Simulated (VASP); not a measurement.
# Mo2H3 (P-3m1) in VASP: further runs

Runs on Mo2H3. Level: PBE. Tasks: single point, relaxation of cell and atoms.

Everything below comes from runs of VASP 6.6.1. Logs are shortened: lines on timing, memory, paths and dates and some standing lists are left out, and cuts for length are marked.

### 1 The cell of the first run

It takes space group P-3m1 (No. 164, trigonal). Conventional cell: a = 3.014 Å, b = 3.014 Å, c = 4.956 Å, α = 90.00°, β = 90.00°, γ = 120.00°. H (site symmetry 3m) has 4 Mo at 1.91 to 1.94 Å and 6 H at 2.09 to 2.58 Å within 2.6 Å. H (site symmetry -3m) has 6 Mo at 2.07 Å and 6 H at 2.58 Å within 2.7 Å. Within 2.5 Å of Mo (site symmetry 3m) lie 7 H at 1.91 to 2.07 Å.

The cell was generated, and may not be a known phase.

### 2 Single point, PBE

INCAR reads:

```
ALGO = Normal ; EDIFF = 1E-6
ENCUT = 520 ; GGA = PE
ISIF = 2 ; ISMEAR = 0
LASPH = True ; LCHARG = False
LREAL = False ; LWAVE = False
NBANDS = 24 ; NELM = 60
PREC = Accurate ; SIGMA = 0.1
```

KPOINTS reads:

```
k-points
0
Gamma
  6 6 4
```

POSCAR reads:

```
Mo2H3
1.0
    3.0135144031     -0.0000000026      0.0000000000
   -1.5067571993      2.6097800291      0.0000000000
    0.0000000000      0.0000000000      4.9561990232
H Mo
3 2
Direct
    0.6666666667      0.3333333333      0.3835242315
    0.3333333333      0.6666666667      0.6164757685
    0.0000000000      0.0000000000      0.0000000000
    0.6666666667      0.3333333333      0.7753526477
    0.3333333333      0.6666666667      0.2246473523
```

Potentials or basis: VASP PAW PBE potentials, release 64 (H, Mo_sv).

On the command line:

```bash
$ cat potpaw_PBE.64/H/POTCAR potpaw_PBE.64/Mo_sv/POTCAR > POTCAR
$ mpirun -np 1 vasp_std > vasp.out
```

OUTCAR:

```text
EDIFF = 1E-6
   ENCUT = 520
   GGA = PE
   ISIF = 2
   ISMEAR = 0
   LASPH = True
   LREAL = False
   NELM = 60
   PREC = Accurate

 ion  position               nearest neighbor table
   1  0.667  0.333  0.384-   5 1.91   5 1.91   5 1.91   4 1.94
   2  0.333  0.667  0.616-   4 1.91   4 1.91   4 1.91   5 1.94
   3  0.000  0.000  0.000-   4 2.07   5 2.07   4 2.07   5 2.07   4 2.07   5 2.07
   4  0.667  0.333  0.775-   2 1.91   2 1.91   2 1.91   1 1.94   3 2.07   3 2.07   3 2.07   5 2.83
                             5 2.83   5 2.83   5 3.24   5 3.24   5 3.24
   5  0.333  0.667  0.225-   1 1.91   1 1.91   1 1.91   2 1.94   3 2.07   3 2.07   3 2.07   4 2.83
                             4 2.83   4 2.83   4 3.24   4 3.24   4 3.24

  LATTYP: Found a hexagonal cell.
 ALAT       =     3.0135144031
 C/A-ratio  =     1.6446574863

  Lattice vectors:

 A1 = (   3.0135144031,  -0.0000000026,   0.0000000000)
 A2 = (  -1.5067571993,   2.6097800291,   0.0000000000)
 A3 = (   0.0000000000,   0.0000000000,   4.9561990232)

Analysis of symmetry for initial positions (statically):
=====================================================================
 Subroutine PRICEL returns:
 Original cell was already a primitive cell.

 Routine SETGRP: Setting up the symmetry group for a
 hexagonal supercell.

 Subroutine GETGRP returns: Found 12 space group operations
 (whereof 12 operations were pure point group operations)
 out of a pool of 24 trial point group operations.

The static configuration has the point symmetry D_3d.

Analysis of symmetry for dynamics (positions and initial velocities):
=====================================================================
 Subroutine PRICEL returns:
 Original cell was already a primitive cell.

 Routine SETGRP: Setting up the symmetry group for a
 hexagonal supercell.

 Subroutine GETGRP returns: Found 12 space group operations
 (whereof 12 operations were pure point group operations)
 out of a pool of 24 trial point group operations.

The dynamic configuration has the point symmetry D_3d.

 Subroutine INISYM returns: Found 12 space group operations
 (whereof 12 operations are pure point group operations),
 and found     1 'primitive' translations

----------------------------------------------------------------------------------------

                                     Primitive cell

  volume of cell :      38.9786

  direct lattice vectors                    reciprocal lattice vectors
     3.013514403 -0.000000003  0.000000000     0.331838467  0.191587028  0.000000000
    -1.506757199  2.609780029  0.000000000     0.000000000  0.383174057  0.000000000
     0.000000000  0.000000000  4.956199023     0.000000000  0.000000000  0.201767523

  length of vectors
     3.013514403  3.013514403  4.956199023     0.383174057  0.383174057  0.201767523

  position of ions in fractional coordinates (direct lattice)
     0.666666667  0.333333333  0.383524231
     0.333333333  0.666666667  0.616475769
     0.000000000  0.000000000  0.000000000
     0.666666667  0.333333333  0.775352648
     0.333333333  0.666666667  0.224647352

  ion indices of the primitive-cell ions
   primitive index   ion index
                 1           1
                 2           2
                 3           3
                 4           4
                 5           5

----------------------------------------------------------------------------------------

 KPOINTS: k-points

Automatic generation of k-mesh.
 Grid dimensions read from file:
 generate k-points for:    6    6    4

 Generating k-lattice:

  Cartesian coordinates                     Fractional coordinates (reciprocal lattice)
     0.055306411  0.031931171  0.000000000     0.166666667  0.000000000  0.000000000
     0.000000000  0.063862343  0.000000000     0.000000000  0.166666667  0.000000000
     0.000000000  0.000000000  0.050441881     0.000000000  0.000000000  0.250000000

  Length of vectors
     0.063862343  0.063862343  0.050441881

  Shift w.r.t. Gamma in fractional coordinates (k-lattice)
     0.000000000  0.000000000  0.000000000

 Subroutine IBZKPT returns following result:
 ===========================================

 Found     24 irreducible k-points:

 Following reciprocal coordinates:
            Coordinates               Weight
  0.000000  0.000000  0.000000      1.000000
  0.166667  0.000000  0.000000      6.000000
  0.333333  0.000000  0.000000      6.000000
  0.500000 -0.000000  0.000000      3.000000
  0.166667  0.166667  0.000000      6.000000
  0.333333  0.166667  0.000000     12.000000
[... 16 lines left out ...]
  0.333333  0.166667  0.500000     12.000000
  0.333333  0.333333  0.500000      2.000000
   k-points           NKPTS =     24   k-points in BZ     NKDIM =     24   number of bands    NBANDS=     24
   number of dos      NEDOS =    301   number of ions     NIONS =      5
   total plane-waves  NPLWV =  23040
   dimension x,y,z NGX =    24 NGY =   24 NGZ =   40
   dimension x,y,z NGXF=    48 NGYF=   48 NGZF=   80
   ions per type =               3   2
   NGX,Y,Z   is equivalent  to a cutoff of  13.24, 13.24, 13.42 a.u.
   NGXF,Y,Z  is equivalent  to a cutoff of  26.48, 26.48, 26.83 a.u.
 SYSTEM =  unknown system
   PREC   = accura    normal or accurate (medium, high low for compatibility)
   ISTART =      0    job   : 0-new  1-cont  2-samecut
   ICHARG =      2    charge: 1-file 2-atom 10-const
   ISPIN  =      1    spin polarized calculation?
   LNONCOLLINEAR =      F non collinear calculations
   LSORBIT =      F    spin-orbit coupling
   LASPH  =      T    aspherical Exc in radial PAW
   ENCUT  =  520.0 eV  38.22 Ry    6.18 a.u.   5.60  5.60  9.22*2*pi/ulx,y,z
   NELM   =     60;   NELMIN=  2; NELMDL= -5     # of ELM steps
   EDIFF  = 0.1E-05   stopping-criterion for ELM
   LREAL  =      F    real-space projection
   EDIFFG = 0.1E-04   stopping-criterion for IOM
   NSW    =      0    number of steps for IOM
   IBRION =     -1    ionic relax: 0-MD 1-quasi-New 2-CG
   NFREE  =      0    steps in history (QN), initial steepest desc. (CG)
   ISIF   =      2    stress and relaxation
   ISYM   =      2    0-nonsym 1-usesym 2-fastsym
   POTIM  = 0.5000    time-step for ionic-motion
   TEBEG  =    0.0;   TEEND  =   0.0 temperature during run
   PSTRESS=    0.0 pullay stress
   NELECT =      31.0000    total number of electrons
   NUPDOWN=      -1.0000    fix difference up-down
   EMIN   =  10.00;   EMAX   =-10.00  energy-range for DOS
   EFERMI =   0.00;   METHOD = LEGACY
   ISMEAR =     0;   SIGMA  =   0.10  broadening in eV -4-tet -1-fermi 0-gaus
   EFERMI_NEDOS =   21; number of points for ismear=-14 and -15
   IALGO  =     38    algorithm
   IMIX   =      4    mixing-type and parameters
     AMIX     =   0.40;   BMIX     =  1.00
     AMIX_MAG =   1.60;   BMIX_MAG =  1.00
  volume/ion in A,a.u.               =       7.80        52.61
  Fermi-wavevector in a.u.,A,eV,Ry     =   1.516771  2.866282 31.301496  2.300595
  Thomas-Fermi vector in A             =   2.626116
   LORBIT       =      0    0 simple, 1 ext, 2 COOP (PROOUT), +10 PAW based schemes
   GGA     = PE    functional components
   LHFCALC =     F    Hartree Fock is set to
   AEXX    =    0.0000 exact exchange contribution
   IVDW    =     0    specifies the selected vdW correction
   LEPSILON=     F    determine dielectric tensor
   LRPA    =     F    only Hartree local field effects (RPA)
 non-spin polarized calculation
 Gauss-broadening in eV      SIGMA  =   0.10
  energy-cutoff  :      520.00
  volume of cell :       38.98
 maximum number of plane-waves:      1099
 NGX is ok and might be reduce to    24
   NGX = 11   NGY = 11   NGZ = 19

 number of electron      30.9999998 magnetization

 Free energy of the ion-electron system (eV)
  ---------------------------------------------------
  ext. energy  EPLUGINS =         0.00000000
  ---------------------------------------------------
  free energy    TOTEN  =       -32.05391655 eV

  energy without entropy =      -32.04502069  energy(sigma->0) =      -32.04946862

 E-fermi :  10.8059     XC(G=0): -12.9224

 val. band max:       10.8015804583   @ k =   0.3333   0.1667   0.5000
 cond. band min:      10.8771218603   @ k =   0.3333   0.0000   0.5000
 fundamental gap:      0.0755414019
 Fermi energy:        10.8059420879

 k-point     1 :       0.0000    0.0000    0.0000
  band No.  band energies     occupation
      1     -50.3061      2.00000
      2     -50.1652      2.00000
      3     -24.8402      2.00000
      4     -24.1028      2.00000
      5     -24.1028      2.00000
      6     -23.9747      2.00000
[... 16 lines left out ...]
     23      18.1765      0.00000
     24      22.6641      0.00000

 k-point     2 :       0.1667    0.0000    0.0000
  band No.  band energies     occupation
      1     -50.2792      2.00000
      2     -50.1550      2.00000
      3     -24.7722      2.00000
      4     -24.2757      2.00000
      5     -24.1515      2.00000
      6     -24.1279      2.00000
[... 16 lines left out ...]
     23      19.2794      0.00000
     24      21.0189      0.00000

 k-point     3 :       0.3333    0.0000    0.0000
  band No.  band energies     occupation
      1     -50.2203      2.00000
      2     -50.1393      2.00000
      3     -24.6544      2.00000
      4     -24.5790      2.00000
      5     -24.3817      2.00000
      6     -24.2423      2.00000
[... 16 lines left out ...]
     23      19.1486      0.00000
     24      19.9706      0.00000

 k-point     4 :       0.5000   -0.0000    0.0000
  band No.  band energies     occupation
      1     -50.1839      2.00000
      2     -50.1381      2.00000
      3     -24.7600      2.00000
      4     -24.6428      2.00000
      5     -24.3784      2.00000
      6     -24.2855      2.00000
[... 16 lines left out ...]
     23      19.1078      0.00000
     24      19.5079      0.00000

 k-point     5 :       0.1667    0.1667    0.0000
  band No.  band energies     occupation
      1     -50.2361      2.00000
      2     -50.1422      2.00000
      3     -24.6691      2.00000
      4     -24.4526      2.00000
      5     -24.3822      2.00000
      6     -24.1924      2.00000
[... 16 lines left out ...]
     23      18.9011      0.00000
     24      20.7006      0.00000

 k-point     6 :       0.3333    0.1667    0.0000
  band No.  band energies     occupation
      1     -50.1843      2.00000
      2     -50.1378      2.00000
      3     -24.6789      2.00000
      4     -24.5932      2.00000
      5     -24.4141      2.00000
      6     -24.3190      2.00000
[... 16 lines left out ...]
     23      18.8512      0.00000
     24      19.1794      0.00000
[... 379 lines left out ...]
 k-point    21 :       0.5000   -0.0000    0.5000
  band No.  band energies     occupation
      1     -50.1758      2.00000
      2     -50.1462      2.00000
      3     -24.8179      2.00000
      4     -24.7498      2.00000
      5     -24.2481      2.00000
      6     -24.2158      2.00000
[... 16 lines left out ...]
     23      19.8002      0.00000
     24      20.0108      0.00000

 k-point    22 :       0.1667    0.1667    0.5000
  band No.  band energies     occupation
      1     -50.2196      2.00000
      2     -50.1589      2.00000
      3     -24.6293      2.00000
      4     -24.5459      2.00000
      5     -24.2858      2.00000
      6     -24.1478      2.00000
[... 16 lines left out ...]
     23      20.8783      0.00000
     24      22.6296      0.00000

 k-point    23 :       0.3333    0.1667    0.5000
  band No.  band energies     occupation
      1     -50.1761      2.00000
      2     -50.1460      2.00000
      3     -24.7388      2.00000
      4     -24.6932      2.00000
      5     -24.3726      2.00000
      6     -24.2452      2.00000
[... 16 lines left out ...]
     23      19.6303      0.00000
     24      20.5051      0.00000

 k-point    24 :       0.3333    0.3333    0.5000
  band No.  band energies     occupation
      1     -50.1516      2.00000
      2     -50.1516      2.00000
      3     -24.6640      2.00000
      4     -24.6640      2.00000
      5     -24.5476      2.00000
      6     -24.3528      2.00000
[... 16 lines left out ...]
     23      18.6039      0.00000
     24      19.5522      0.00000

------------------------ aborting loop because EDIFF is reached ----------------------------------------

  FORCE on cell =-STRESS in cart. coord.  units (eV):
  Direction    XX          YY          ZZ          XY          YZ          ZX
  --------------------------------------------------------------------------------------
  -------------------------------------------------------------------------------------
  Total        0.0163504      0.0163504      0.0618670     -0.0000000     -0.0000000     -0.0000000
  in kB        0.6720669      0.6720669      2.5429846     -0.0000000     -0.0000000     -0.0000000
  external PRESSURE =       1.2957061 kB  Pullay stress =       0.0000000 kB

 VOLUME and BASIS-vectors are now :
 -----------------------------------------------------------------------------
  energy-cutoff  :      520.00
  volume of cell :       38.98
      direct lattice vectors                 reciprocal lattice vectors
     3.013514403 -0.000000003  0.000000000     0.331838467  0.191587028  0.000000000
    -1.506757199  2.609780029  0.000000000     0.000000000  0.383174057  0.000000000
     0.000000000  0.000000000  4.956199023     0.000000000  0.000000000  0.201767523

 POSITION                                       TOTAL-FORCE (eV/Angst)
 -----------------------------------------------------------------------------------
      1.50676      0.86993      1.90082        -0.000000      0.000000     -0.013449
      0.00000      1.73985      3.05538        -0.000000     -0.000000      0.013449
      0.00000      0.00000      0.00000        -0.000000     -0.000000     -0.000000
      1.50676      0.86993      3.84280         0.000000     -0.000000      0.010465
      0.00000      1.73985      1.11340         0.000000      0.000000     -0.010465
 -----------------------------------------------------------------------------------
    total drift:                                0.000000     -0.000000     -0.000000

  FREE ENERGIE OF THE ION-ELECTRON SYSTEM (eV)
  ---------------------------------------------------
  free  energy   TOTEN  =       -32.0539165484 eV

  energy  without entropy=      -32.0450206919  energy(sigma->0) =      -32.04946862
```

It took 9.1 s on 1 thread of AMD EPYC 9R45 (Zen 5), shared host; peak memory 0.13 GiB.

Results:

```yaml
Free_energy: -32.0539 eV
Pressure: 0.1 GPa
Largest_force: 0.013 eV/Å
Band_gap_on_the_k_mesh: zero (an odd number of electrons rules out a gap without spin polarisation)
```

Forces on the atoms (eV/Å):
```
H    0.000  0.000 -0.013
H    0.000  0.000  0.013
H    0.000  0.000  0.000
Mo   0.000  0.000  0.010
Mo   0.000  0.000 -0.010
```

Levels at points of the mesh, in eV from the Fermi level:
| k point | band 12 | band 13 | band 14 | band 15 | band 16 | band 17 | band 18 | band 19 |
| --- | --- | --- | --- | --- | --- | --- | --- | --- |
| (0.00, 0.00, 0.00) | -1.63 | -1.63 | -1.13 | -0.92 | -0.92 | -0.07 | -0.07 | 2.12 |
| (0.50, 0.00, 0.00) | -4.00 | -2.56 | -1.77 | -0.80 | 2.34 | 2.38 | 2.77 | 2.99 |
| (0.00, 0.00, 0.50) | -3.58 | -1.82 | -1.82 | -1.35 | -1.35 | 1.07 | 1.07 | 1.89 |
| (0.50, 0.00, 0.50) | -4.66 | -3.49 | -0.69 | -0.08 | 0.40 | 2.13 | 2.46 | 2.79 |

Caveat: the k points lie up to 0.40 Å⁻¹ apart, too coarse for converged energies and pressures of a metal.

### 3 Single point, PBE

This run uses another cell than the first one, of 10.12 Å³/atom.

INCAR reads:

```
SYSTEM = Mo2H3
ALGO = Normal ; EDIFF = 1E-7
ENCUT = 520 ; GGA = PE
ISIF = 2 ; ISMEAR = 0
LASPH = .True. ; LCHARG = .False.
LREAL = .False. ; LWAVE = .False.
NBANDS = 24 ; NELM = 100
PREC = Accurate ; SIGMA = 0.1
```

KPOINTS reads:

```
k-points
0
Gamma
  6 6 4
  0 0 0
```

POSCAR reads:

```
Mo2H3
1.0
    3.3253323900      0.0000000000      0.0000000000
   -1.6626661900      2.8798223200      0.0000000000
    0.0000000000      0.0000000000      5.2857139400
H Mo
3 2
Direct
    0.6666666700      0.3333333300      0.3538852000
    0.3333333300      0.6666666700      0.6461148000
    0.0000000000      0.0000000000      0.0000000000
    0.6666666700      0.3333333300      0.7505942000
    0.3333333300      0.6666666700      0.2494058000
```

Potentials or basis: VASP PAW PBE potentials, release 64 (H, Mo_sv).

On the command line:

```bash
$ cat potpaw_PBE.64/H/POTCAR potpaw_PBE.64/Mo_sv/POTCAR > POTCAR
$ mpirun -np 1 vasp_std > vasp.out
```

Run time: 14 s. Hardware: 1 thread of AMD EPYC 9R45 (Zen 5), shared host; peak memory 0.15 GiB.

The run converged. Its results:

```
Free energy            : -30.3118 eV
Pressure               : -34.0 GPa
Largest force          : 0.340 eV/Å
Band gap on the k mesh : zero (an odd number of electrons rules out a gap without spin polarisation)
```

Forces on the atoms (eV/Å):
```
H    0.000  0.000  0.340
H    0.000  0.000 -0.340
H    0.000  0.000  0.000
Mo   0.000  0.000  0.289
Mo   0.000  0.000 -0.289
```

Stress tensor (GPa, compression positive):
```
-33.45   0.00   0.00
  0.00 -33.45   0.00
  0.00   0.00 -35.16
```

Levels at points of the mesh, in eV from the Fermi level:
```
           k point  band 11  band 12  band 13  band 14  band 15  band 16  band 17  band 18  band 19  band 20
(0.00, 0.00, 0.00)    -4.05    -1.05    -1.05    -0.88    -0.67    -0.67    -0.07    -0.07     1.38     1.38
(0.50, 0.00, 0.00)    -5.05    -2.78    -1.33    -1.18    -0.54     1.48     1.64     1.85     1.95     2.38
(0.00, 0.00, 0.50)    -3.86    -1.68    -1.25    -1.25    -0.99    -0.99     0.94     0.94     1.05     1.05
(0.50, 0.00, 0.50)    -4.78    -3.41    -1.90    -0.32    -0.12     0.01     1.59     1.64     1.66     1.82
```

Caveat: the k points lie up to 0.36 Å⁻¹ apart, too coarse for converged energies and pressures of a metal.

(Part 1 of 2 ends here.)

The gap in the log of VASP goes by the Fermi energy; the results here count the filled bands.